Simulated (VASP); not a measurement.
The system is GaN.

```
Ga N
1.0
     0.00000    2.24895    2.30518
     2.24895    0.00000    2.30518
     2.24895    2.24895    0.00000
Ga N
1 1
Cartesian
  0.0000 0.0000 0.0000
  1.1245 1.1245 1.1526
```

This cell differs from its parent crystal: uniaxial z strain +2.5%.

Base run:

- Program: VASP 6.6.1
- Functional: PBE
- Potentials or basis: VASP PAW PBE potentials, release 64 (Ga_d, N)
- Cutoff: 520 eV
- k mesh: 6 × 6 × 6
- Occupations: gaussian, width 0.01 eV
- Spin: no spin polarisation

Its results: band gap on the k mesh 1.56 eV, direct; pressure 1.6 GPa.

The run is repeated on the same cell with these changes: functional from PBE to r2SCAN; k mesh from 6 × 6 × 6 to 10 × 10 × 10. What comes out?

Band gap on the k mesh 1.95 eV, direct; pressure -3.6 GPa.

Several settings changed at once, so the effect can't be laid on one alone.

Caveats: the PAW data sets were made with another functional, which shifts forces and pressure a little (some runs).

